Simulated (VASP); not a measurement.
Wanted: the native input for a VASP 6.6.1 run.

| Quantity | Value |
| --- | --- |
| Task | single point |
| Functional | BLYP |
| Potentials or basis | VASP PAW PBE potentials, release 64 (Tl_d) |
| Cutoff | 520 eV |
| k mesh | 16 × 16 × 9 |
| Occupations | fermi-dirac, width 0.1 eV |
| Spin | no spin polarisation |
| Dipole correction | no |
| Further INCAR settings | ALGO = Normal; EDIFF = 1e-06; NBANDS = 20 |

The structure of Tl lies in POSCAR:

```
Tl
1.0
    3.8764517891      0.0000000000      0.0000000000
   -1.9382258945      3.3571057259      0.0000000000
    0.0000000000      0.0000000000      5.9104670607
Tl
2
Direct
    0.3333333333      0.6666666667      0.2500000000
    0.6666666667      0.3333333333      0.7500000000
```

One way to write it, as run:

INCAR

```
SYSTEM = Tl
PREC = Accurate
ENCUT = 520
EDIFF = 1E-6
ISMEAR = -1
SIGMA = 0.1
LREAL = .False.
LASPH = .True.
NELM = 60
ALGO = Normal
ISIF = 2
LWAVE = .False.
LCHARG = .True.
GGA = B5
ALDAX = 1.0
AGGAX = 1.0
AGGAC = 1.0
ALDAC = 0.0
LELF = .True.
LVHAR = .True.
NBANDS = 20
```

KPOINTS

```
Automatic mesh
0
Gamma
  16 16 9
  0 0 0
```

Potentials or basis: VASP PAW PBE potentials, release 64 (Tl_d).

The run is started by

```sh
$ cat potpaw_PBE.64/Tl_d/POTCAR > POTCAR
$ mpirun -np 1 vasp_std > vasp.out
```

Results of the run:

```json
{"Pressure": "-1.1 GPa", "Band gap on the k mesh": "zero (bands 13 and 14 overlap by 3.36 eV)"}
```

Caveat: the PAW data sets were made with another functional, which shifts forces and pressure a little; spin-orbit coupling is left out, which moves the levels of the heavy elements.

It took 4.7 min on 1 thread of Intel Xeon 8259CL, with other jobs on the host, peak memory 0.32 GiB.
